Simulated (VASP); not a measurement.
Os: single point with PBEsol

The system is Os.

```
Os
1.0
    -1.50506    1.50506    1.50506
     1.50506   -1.50506    1.50506
     1.50506    1.50506   -1.50506
Os
1
Direct
  0.00000 0.00000 0.00000
```

This isn't the form of Os at room conditions, which is hcp.

| Item | Value |
| --- | --- |
| Program | VASP 6.6.1 |
| Task | single point |
| Functional | PBEsol |
| Potentials or basis | VASP PAW PBE potentials, release 64 (Os) |
| Cutoff | 520 eV |
| k mesh | 19 × 19 × 19 |
| Occupations | fermi-dirac, width 0.05 eV |
| Spin | no spin polarisation |
| Dipole correction | no |
| Further INCAR settings | ALGO = Normal; EDIFF = 1e-07; NBANDS = 10 |

| Item | Value |
| --- | --- |
| Pressure | 23.6 GPa |
| Band gap on the k mesh | zero (bands 4 and 5 overlap by 5.00 eV) |

Levels at points of the mesh, in eV from the Fermi level:
```tsv
k point	band 2	band 3	band 4	band 5	band 6	band 7
(0.00, 0.00, 0.00)	-3.68	-3.68	-3.68	-0.13	-0.13	16.24
```

It took 30 s on 1 thread of Intel Xeon 8259CL (shared host), peak memory 0.15 GiB.

Caveat: the cell stands under pressure; the PAW data sets were made with another functional, which shifts forces and pressure a little; spin-orbit coupling is left out, which moves the levels of the heavy elements.
